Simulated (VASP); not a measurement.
Write the native input for VASP 6.6.1 that does the following.

| Property | Result |
| --- | --- |
| Task | single point |
| Functional | PBE |
| Potentials or basis | VASP PAW PBE potentials, release 64 (Al, N) |
| Cutoff | 700 eV |
| k mesh | 1 × 1 × 1, shifted |
| Occupations | fermi-dirac, width 0.01 eV |
| Spin | no spin polarisation |
| Dipole correction | no |
| Further INCAR settings | LREAL = Auto; ALGO = Normal; EDIFF = 1e-06; NBANDS = 86; ISYM = -1 |

The structure of AlN lies in POSCAR:

```
AlN
1.0
    6.2595139128      0.0000000578      0.0000000000
   -3.1297570064      5.4208980350      0.0000000000
    0.0000000000      0.0000000000     10.0348065929
Al N
16 16
Direct
    0.3326164830      0.1649505614      0.2498029121
    0.1655334668      0.3319893764      0.4998112531
    0.3325915342      0.1649223814      0.7498337011
    0.1655419440      0.3320000840      0.9998238939
    0.3325910085      0.6649435636      0.2498254120
    0.1655488177      0.8320275219      0.4998245426
    0.3325817198      0.6648806329      0.7498091786
    0.1655499773      0.8320083646      0.9998213454
    0.8325838231      0.1649091784      0.2498069767
    0.6655307920      0.3320004218      0.4998191593
    0.8325695636      0.1648915410      0.7498191944
    0.6655847677      0.3320015127      0.9998111572
    0.8326117635      0.6649344169      0.2498363212
    0.6655174737      0.8320111810      0.4998166466
    0.8325970553      0.6649184362      0.7497978365
    0.6655253648      0.8319498519      0.9998086948
    0.3310433879      0.1664200309      0.4397120930
    0.1670500800      0.3304396534      0.1897312060
    0.3310717988      0.1664663113      0.9397332549
    0.1670333110      0.3304176230      0.6897175824
    0.3310385771      0.6664185333      0.4397150636
    0.1670446604      0.8304455065      0.1897221919
    0.3310349569      0.6664334719      0.9397271827
    0.1670673520      0.8304409068      0.6897255338
    0.8310151385      0.1664189972      0.4397120678
    0.6670706999      0.3304485099      0.1897138205
    0.8310633678      0.1664296945      0.9397206807
    0.6670581884      0.3304392658      0.6897187934
    0.8310501670      0.6664426135      0.4397266357
    0.6670532258      0.8304374670      0.1897075287
    0.8310763008      0.6664598856      0.9397125746
    0.6670470721      0.8304107720      0.6897185896
```

One way to write it, as run:

INCAR

```
SYSTEM = AlN
PREC = Accurate
ENCUT = 700
EDIFF = 1E-6
ISMEAR = -1
SIGMA = 0.01
LREAL = Auto
LASPH = .TRUE.
NELM = 120
ALGO = Normal
ISIF = 2
LWAVE = .FALSE.
LCHARG = .FALSE.
GGA = PE
NBANDS = 86
GGA_COMPAT = .FALSE.
ISYM = -1
```

KPOINTS

```
explicit points
1
Reciprocal
  0.25000000   0.25000000   0.25000000 1
```

Potentials or basis: VASP PAW PBE potentials, release 64 (Al, N).

Command:

```sh
$ cat potpaw_PBE.64/Al/POTCAR potpaw_PBE.64/N/POTCAR > POTCAR
$ mpirun -np 1 vasp_std > vasp.out
```

Results of the run:

- Pressure: -0.8 GPa
- Largest force: 0.005 eV/Å
- Band gap on the k mesh: 5.79 eV

Caveat: the stress differs along the axes, from -5 to 2 GPa; a shifted mesh leaves out Γ, where band edges can lie.

It took 3.3 min on 1 thread of Intel Xeon 8259CL, with other jobs on the host, peak memory 0.53 GiB.
